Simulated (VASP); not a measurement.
Here is a VASP 6.6.1 calculation.

File INCAR:

```
PREC     = Accurate       # precision mode
ENCUT    = 500            # plane-wave cutoff, eV
EDIFF    = 1E-6           # SCF threshold, eV
ISMEAR   = 0              # smearing method
SIGMA    = 0.1            # smearing width, eV
LREAL    = F              # projectors in reciprocal space
LASPH    = T              # aspherical terms in the spheres
NELM     = 120            # most SCF steps
ALGO     = Normal         # electronic algorithm
ISIF     = 2              # what is computed and relaxed
LWAVE    = F              # write WAVECAR
LCHARG   = F              # write CHGCAR
GGA      = PE             # functional
NBANDS   = 22             # bands
GGA_COMPAT= F
```

Contents of KPOINTS:

```
regular mesh
0
Gamma
  6 4 4
```

File POSCAR:

```
B5As2
1.0
    3.3155918197      0.0000000000      0.0000000000
    0.0000000000      5.7346799805      2.1955374004
    0.0000000000     -5.7346799805      2.1955374004
B As
5 2
Direct
    0.2511337122      0.6658275696      0.6658275696
    0.7488662878      0.6658275696      0.6658275696
    0.5000000000      0.3202452764      0.3202452764
    0.5000000000      0.0733527967      0.9120284488
    0.5000000000      0.9120284488      0.0733527967
    0.0000000000      0.8178532933      0.2000248456
    0.0000000000      0.2000248456      0.8178532933
```

Potentials or basis: VASP PAW PBE potentials, release 64 (B, As).

The run is started by

```bash
$ cat potpaw_PBE.64/B/POTCAR potpaw_PBE.64/As/POTCAR > POTCAR
$ mpirun -np 1 vasp_std > vasp.out
```

Task: Predict the largest force.

Result: 0.141 eV/Å.

Task: What does it give for the band gap on the k mesh?

Result: Zero (an odd number of electrons rules out a gap without spin polarisation).

Task: What does it give for the pressure?

Result: 1.7 GPa.

Forces on the atoms (eV/Å):
```
B    0.090  0.000 -0.017
B   -0.090  0.000 -0.017
B    0.000  0.000 -0.048
B    0.000  0.133  0.047
B    0.000 -0.133  0.047
As   0.000 -0.022 -0.005
As   0.000  0.022 -0.005
```

Caveat: the k points lie up to 0.38 Å⁻¹ apart, too coarse for converged energies and pressures of a metal.
